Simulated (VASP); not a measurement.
A run of VASP 6.6.1 is set up as follows.

The input INCAR:

```
SYSTEM = Si16O
  PREC = Accurate
  ENCUT = 520
  EDIFF = 1E-7
  ISMEAR = -1
  SIGMA = 0.05
  LREAL = Auto
  LASPH = .TRUE.
  NELM = 150
  ALGO = Normal
  ISIF = 2
  LWAVE = .FALSE.
  LCHARG = .FALSE.
  ISPIN = 2
  MAGMOM = 0 0 0 0 0 0 0 0 0 0 0 0 0 0 0 0 1
  LORBIT = 11
  GGA = PE
  IVDW = 12
  NBANDS = 53
```

File KPOINTS:

```
Automatic mesh
0
G
  2 2 2
  0 0 0
```

POSCAR

```
Si16O
1.0
    0.0000000000      5.4300000000      5.4300000000
    5.4300000000      0.0000000000      5.4300000000
    5.4300000000      5.4300000000      0.0000000000
Si O
16 1
Direct
    0.0293738490      0.0259852670     -0.0067587477
    0.1519244936      0.0862523020      0.1706537753
   -0.0314825046     -0.0422928177      0.5300460405
    0.2243186004     -0.0710220994      0.6630478821
   -0.0290699816      0.4756077348      0.0216114180
    0.1377992634      0.6001381215      0.1125874770
    0.0044014733      0.4049171271      0.4815469613
    0.0449815838      0.5852578269      0.6455524862
    0.5263075506      0.0030110497      0.0643738490
    0.6572836096      0.1752762431      0.1197329650
    0.5012707182      0.1367955801      0.4723572744
    0.6321546961      0.1872375691      0.6668324125
    0.5187016575      0.5340055249     -0.0444290976
    0.5768968692      0.6396961326      0.1774493554
    0.4003775322      0.5087937385      0.5022744015
    0.6060773481      0.6998895028      0.5774217311
    0.8082136280      0.3116574586      0.5510497238
```

Potentials or basis: VASP PAW PBE potentials, release 64 (Si, O).

Launch:

```bash
$ cat potpaw_PBE.64/Si/POTCAR potpaw_PBE.64/O/POTCAR > POTCAR
$ mpirun -np 1 vasp_std > vasp.out
```

What does it give for the largest force?

3.900 eV/Å.

Estimate the pressure.

-1.1 GPa.

Predict the dispersion energy per atom.

-0.313 eV.

Stress tensor (GPa, compression positive):
```
-0.77 -0.21 -1.50
-0.21 -0.56 -1.02
-1.50 -1.02 -2.08
```

Caveat: the k points lie up to 0.50 Å⁻¹ apart.
